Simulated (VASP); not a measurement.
Runs of VASP 6.6.1 on CdS. The structure is that of space group I-4m2 (No. 119), or close to it. The cells are those of the table. 

| cell | gap on the mesh (eV) | pressure (GPa) |
| --- | --- | --- |
| a = 4.363, b = 4.363, c = 4.445 Å, angles 59.4, 59.4, 61.2°, 2 atoms | (a) | -5.2 |
| a = 4.198, b = 4.198, c = 4.280 Å, angles 59.4, 59.4, 61.3°, 2 atoms | 0.92 | -1.0 |
| a = 4.129, b = 4.129, c = 4.445 Å, angles 57.4, 57.4, 65.1°, 2 atoms | 0.74 | (c) |
| a = 4.283, b = 4.283, c = 4.445 Å, angles 58.7, 58.7, 62.5°, 2 atoms | 0.68 | -4.1 |
| a = 4.041, b = 4.041, c = 4.280 Å, angles 58.0, 58.0, 64.0°, 2 atoms | (b) | 3.5 |
| a = 4.205, b = 4.205, c = 4.445 Å, angles 58.1, 58.1, 63.8°, 2 atoms | 0.71 | (d) |
| a = 4.283, b = 4.283, c = 4.115 Å, angles 61.3, 61.3, 57.4°, 2 atoms | 0.89 | -1.0 |
| a = 4.119, b = 4.119, c = 4.280 Å, angles 58.7, 58.7, 62.6°, 2 atoms | 0.94 | 1.1 |

Alike in all rows: task single point; level PBE; potentials or basis VASP PAW PBE potentials, release 64 (Cd, S); no spin polarisation; k mesh 8 × 8 × 8; cutoff (eV) 520; smearing gaussian 0.05 eV.

Question: Fill in the values left out.

Answer: (a) 0.66; (b) 0.97; (c) -1.2; (d) -2.8.

A k mesh can miss the band edges, and the runs leave out spin-orbit coupling on Cd.
